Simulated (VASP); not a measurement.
A run of VASP 6.6.1 is set up as follows.

INCAR

```
SYSTEM = LiBe24
PREC     = Accurate       ! precision mode
ENCUT    = 520            ! plane-wave cutoff, eV
EDIFF    = 1E-7           ! SCF threshold, eV
ISMEAR   = 0              ! smearing method
SIGMA    = 0.1            ! smearing width, eV
LREAL    = Auto         
LASPH    = .True.         ! aspherical terms in the spheres
NELM     = 100            ! most SCF steps
ALGO     = Normal         ! electronic algorithm
ISIF     = 2              ! what is computed and relaxed
LWAVE    = .False.        ! write WAVECAR
LCHARG   = .True.         ! write CHGCAR
LDIPOL   = .True.       
IDIPOL   = 3            
DIPOL    = 0.5 0.5 0.321
GGA      = CA             ! functional
LELF     = .True.         ! ELF
LVHAR    = .True.       
LVACPOTAV= .True.       
NBANDS   = 44             ! bands
```

The input KPOINTS:

```
Automatic mesh
0
Gamma
  6 4 1
  0 0 0
```

Contents of POSCAR:

```
LiBe24
1.0
    4.4524297775      0.0000000000      0.0000000000
    0.0000000000      7.0331519566      0.0000000000
    0.0000000000      0.0000000000     19.7998741761
Be Li
24 1
Direct
    0.0000000000      0.3750000000      0.2020214858
    0.0000000000      0.8750000000      0.2020214858
    0.5000000000      0.3750000000      0.2020214858
    0.5000000000      0.8750000000      0.2020214858
    0.2500000000      0.1250000000      0.2344789084
    0.2500000000      0.6250000000      0.2344789084
    0.7500000000      0.1250000000      0.2344789084
    0.7500000000      0.6250000000      0.2344789084
    0.2500000000      0.3750000000      0.2993937535
    0.2500000000      0.8750000000      0.2993937535
    0.7500000000      0.3750000000      0.2993937535
    0.7500000000      0.8750000000      0.2993937535
    0.0000000000      0.1250000000      0.3261495638
    0.0000000000      0.6250000000      0.3261495638
    0.5000000000      0.1250000000      0.3261495638
    0.5000000000      0.6250000000      0.3261495638
    0.0000000000      0.3750000000      0.3969669031
    0.0000000000      0.8750000000      0.3969669031
    0.5000000000      0.3750000000      0.3969669031
    0.5000000000      0.8750000000      0.3969669031
    0.2500000000      0.1250000000      0.4191882283
    0.2500000000      0.6250000000      0.4191882283
    0.7500000000      0.1250000000      0.4191882283
    0.7500000000      0.6250000000      0.4191882283
    0.4166666667      0.1250000000      0.5219462431
```

Potentials or basis: VASP PAW LDA potentials, release 64 (Be, Li_sv).

Launch:

```bash
$ cat potpaw_LDA.64/Be/POTCAR potpaw_LDA.64/Li_sv/POTCAR > POTCAR
$ mpirun -np 1 vasp_std > vasp.out
```

Q: Estimate the band gap on the k mesh.

A: Zero (an odd number of electrons rules out a gap without spin polarisation).

Q: Predict the largest force.

A: 1.049 eV/Å.

Forces in eV/Å, atoms in the order of the input:
```
Be   0.001  0.022  0.565
Be   0.001 -0.022  0.565
Be  -0.003  0.030  0.576
Be  -0.003 -0.030  0.576
Be  -0.002  0.000 -0.662
Be   0.007  0.000 -0.731
Be  -0.001  0.000 -0.644
Be  -0.009  0.000 -0.737
Be   0.011  0.040  0.178
Be   0.011 -0.040  0.178
Be  -0.007  0.035  0.169
Be  -0.007 -0.035  0.169
Be   0.003  0.000  0.139
Be   0.004  0.000 -0.040
Be  -0.015  0.000 -0.051
Be  -0.005  0.000 -0.039
Be   0.021  0.072  0.216
Be   0.021 -0.072  0.216
Be  -0.010  0.010  0.265
Be  -0.010 -0.010  0.265
Be  -0.261  0.000 -1.016
Be   0.009  0.000 -0.093
Be   0.088  0.000 -0.014
Be  -0.010  0.000 -0.086
Li   0.167  0.000  0.036
```
